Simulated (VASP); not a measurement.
## Tl: single point with PBE

Tl:

```
Tl
1.0
     5.79651    0.00000    0.00000
     0.00000    6.30035    0.00000
    -2.60005    0.00000    5.73178
Tl
6
Direct
  0.00000 0.00000 0.00000
  0.00000 0.50000 0.50000
  0.42500 0.36000 0.26500
  0.57500 0.86000 0.23500
  0.57500 0.64000 0.73500
  0.42500 0.14000 0.76500
```

```json
{"Program": "VASP 6.6.1", "Task": "single point", "Functional": "PBE", "Potentials or basis": "VASP PAW PBE potentials, release 64 (Tl_d)", "Cutoff": "520 eV", "k mesh": "4 × 4 × 4", "Occupations": "gaussian, width 0.1 eV", "Spin": "no spin polarisation"}
```

The pressure is 1.3 GPa. The largest force is 0.357 eV/Å. The band gap on the k mesh is zero (bands 39 and 40 overlap by 1.96 eV).

Forces on the atoms (eV/Å):
```
Tl   0.000  0.000  0.000
Tl   0.000  0.000  0.000
Tl  -0.192 -0.028 -0.300
Tl   0.192 -0.028  0.300
Tl   0.192  0.028  0.300
Tl  -0.192  0.028 -0.300
```

Stress tensor (GPa, compression positive):
```
1.33 0.00 0.67
0.00 1.53 0.00
0.67 0.00 1.10
```

Levels at points of the mesh, in eV from the Fermi level:
| k point | band 36 | band 37 | band 38 | band 39 | band 40 | band 41 | band 42 | band 43 |
| --- | --- | --- | --- | --- | --- | --- | --- | --- |
| (0.00, 0.00, 0.00) | -3.84 | -1.41 | -1.33 | -0.28 | -0.23 | 0.47 | 1.42 | 2.17 |
| (0.50, 0.00, 0.00) | -3.87 | -1.94 | -1.21 | -0.84 | -0.15 | 0.98 | 1.47 | 1.73 |
| (0.00, 0.50, 0.00) | -4.11 | -1.27 | -1.27 | -0.40 | -0.40 | 0.62 | 0.62 | 1.50 |
| (0.50, 0.50, 0.00) | -4.59 | -1.49 | -1.49 | 1.09 | 1.09 | 1.48 | 1.48 | 2.73 |
| (0.00, 0.00, 0.50) | -4.45 | -1.53 | -1.53 | -0.23 | -0.23 | 1.70 | 1.70 | 2.21 |
| (0.50, 0.00, 0.50) | -4.33 | -1.30 | -1.30 | 0.03 | 0.03 | 1.15 | 1.15 | 1.82 |
| (0.00, 0.50, 0.50) | -4.02 | -1.35 | -1.35 | 1.53 | 1.53 | 2.02 | 2.02 | 2.93 |
| (0.50, 0.50, 0.50) | -4.70 | -1.51 | -1.51 | 1.28 | 1.28 | 1.95 | 1.95 | 3.06 |

It took 3.5 min on 1 thread of Intel(R) Xeon(R) Platinum 8259CL CPU @ 2.50GHz (Skylake/Cascade Lake), on a shared host, peak memory 0.43 GiB.

Caveat: spin-orbit coupling is left out, which moves the levels of the heavy elements.
